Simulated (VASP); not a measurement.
Here is a VASP 6.6.1 calculation.

Contents of INCAR:

```
SYSTEM = HfI
ALGO = Normal
EDIFF = 1E-6
ENCUT = 520
GGA = PE
ISIF = 2
ISMEAR = 0
LASPH = .True.
LCHARG = .True.
LELF = .True.
LREAL = .False.
LVHAR = .True.
LWAVE = .False.
NBANDS = 16
NELM = 100
PREC = Accurate
SIGMA = 0.1
```

Contents of KPOINTS:

```
k-points
0
Gamma
  18 18 12
  0 0 0
```

File POSCAR:

```
HfI
1.0
    3.4927341128      0.0000000000      0.0000000000
   -1.7463670564      3.0247964704      0.0000000000
    0.0000000000      0.0000000000      4.6586502967
Hf I
1 1
Direct
    0.0000000000      0.0000000000      0.0000000000
    0.3333333333      0.6666666667      0.5000000000
```

Potentials or basis: VASP PAW PBE potentials, release 64 (Hf_pv, I).

Command:

```console
$ cat potpaw_PBE.64/Hf_pv/POTCAR potpaw_PBE.64/I/POTCAR > POTCAR
$ mpirun -np 1 vasp_std > vasp.out
```

**Question.** Predict the pressure.

**Answer.** -0.4 GPa.

Stress tensor (GPa, compression positive):
```
-0.28  0.00  0.00
 0.00 -0.28  0.00
 0.00  0.00 -0.59
```

Caveat: an odd number of electrons without spin polarisation forces a metal; a magnetic or distorted state may lie lower.
